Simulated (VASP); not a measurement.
# AlN: electric field gradients with LDA

The system is AlN.

```xyz
2
Lattice="0.0000 1.9780 1.9978 1.9780 0.0000 1.9978 1.9780 1.9780 0.0000" Properties=species:S:1:pos:R:3 pbc="T T T"
Al    0.0000    0.0000    0.0000
N     1.9780    1.9780    1.9978
```

This cell differs from its parent crystal: zz strain of +1 %.

* Program: VASP 6.6.1
* Task: electric field gradients
* Functional: LDA
* Potentials or basis: VASP PAW LDA potentials, release 64 (Al, N)
* Cutoff: 520 eV
* k mesh: 10 × 10 × 10
* Occupations: fermi-dirac, width 0.02 eV
* Spin: no spin polarisation
* Dipole correction: no
* Further INCAR settings: ALGO = Normal; EDIFF = 1e-08; NBANDS = 11

```yaml
Pressure: 10.1 GPa
Band_gap_on_the_k_mesh: 4.93 eV (least direct gap 6.55 eV)
Largest_electric_field_gradient_by_atom: Al +4.1; N +1.4 V/Å²
```

Stress tensor (GPa, compression positive):
```
11.32  0.00  0.00
 0.00 11.32  0.00
 0.00  0.00  7.60
```

Levels at points of the mesh, in eV from the valence-band top:
```
           k point  band 2  band 3  band 4  band 5  band 6  band 7
(0.00, 0.00, 0.00)   -0.07   -0.07    0.00    6.55   12.06   12.19
(0.50, 0.00, 0.00)   -8.76   -1.26   -1.21    6.43   11.10   11.33
(0.50, 0.50, 0.00)   -7.88   -2.95   -2.95    5.03    5.11   14.44
(0.50, 0.00, 0.50)   -7.82   -3.10   -2.97    4.93    5.01   14.57
```

Electric field gradients, principal values (V/Å²):
| atom | least | middle | greatest (by size) |
| --- | --- | --- | --- |
| 1 Al | -2.046 | -2.046 | 4.091 |
| 2 N | -0.691 | -0.692 | 1.383 |

Wall time 30 s on 1 thread of AMD EPYC 7R13 (shared host), peak memory 0.1 GiB.

Caveat: the cell differs from its parent crystal (zz strain of +1 %); the cell stands under pressure; without QUAD_EFG the Cq values of the log hold for a quadrupole moment of 1 mb, not for the nuclei. A k mesh can miss the band edges.
